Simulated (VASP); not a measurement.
# Ge: single point with r2SCAN

The system is Ge.

```
Ge
1.0
     4.07602    0.00000    0.00000
    -2.03801    3.52994    0.00000
     0.00000    0.00000    6.72212
Ge
4
Direct
  0.33333 0.66667 0.00037
  0.66667 0.33333 0.50037
  0.33333 0.66667 0.37463
  0.66667 0.33333 0.87463
```

This cell differs from its parent crystal: volume changed by +6%.

```yaml
Program: VASP 6.6.1
Task: single point
Functional: r2SCAN
Potentials_or_basis: VASP PAW PBE potentials, release 64 (Ge_d)
Cutoff: 520 eV
k_mesh: 6 × 6 × 4
Occupations: fermi-dirac, width 0.02 eV
Spin: no spin polarisation
Dipole_correction: no
Further_INCAR_settings: ALGO = Normal; EDIFF = 1e-06; NBANDS = 36
```

```json
{
  "Pressure": "-3.4 GPa",
  "Band gap on the k mesh": "0.09 eV, direct"
}
```

Forces on the atoms (eV/Å):
```
Ge   0.000  0.000 -0.002
Ge   0.000  0.000 -0.002
Ge   0.000  0.000  0.002
Ge   0.000  0.000  0.002
```

Stress tensor (GPa, compression positive):
```
-3.31  0.00  0.00
 0.00 -3.31  0.00
 0.00  0.00 -3.54
```

Levels at points of the mesh, in eV from the valence-band top:
| k point | band 25 | band 26 | band 27 | band 28 | band 29 | band 30 | band 31 | band 32 |
| --- | --- | --- | --- | --- | --- | --- | --- | --- |
| (0.00, 0.00, 0.00) | -1.48 | -0.20 | -0.17 | 0.00 | 0.09 | 0.09 | 2.40 | 2.40 |
| (0.50, 0.00, 0.00) | -4.47 | -3.03 | -2.70 | -1.45 | 0.77 | 1.74 | 3.81 | 3.91 |
| (0.00, 0.00, 0.50) | -0.87 | -0.87 | -0.87 | -0.87 | 0.74 | 0.74 | 3.51 | 3.51 |
| (0.50, 0.00, 0.50) | -2.52 | -2.52 | -2.39 | -2.39 | 0.68 | 0.68 | 2.41 | 2.41 |

It took 110 s on 1 thread of Intel(R) Xeon(R) 6975P-C (Granite Rapids), on a shared host, peak memory 0.22 GiB.

Caveat: the PAW data sets were made with another functional, which shifts forces and pressure a little. A k mesh can miss the band edges.
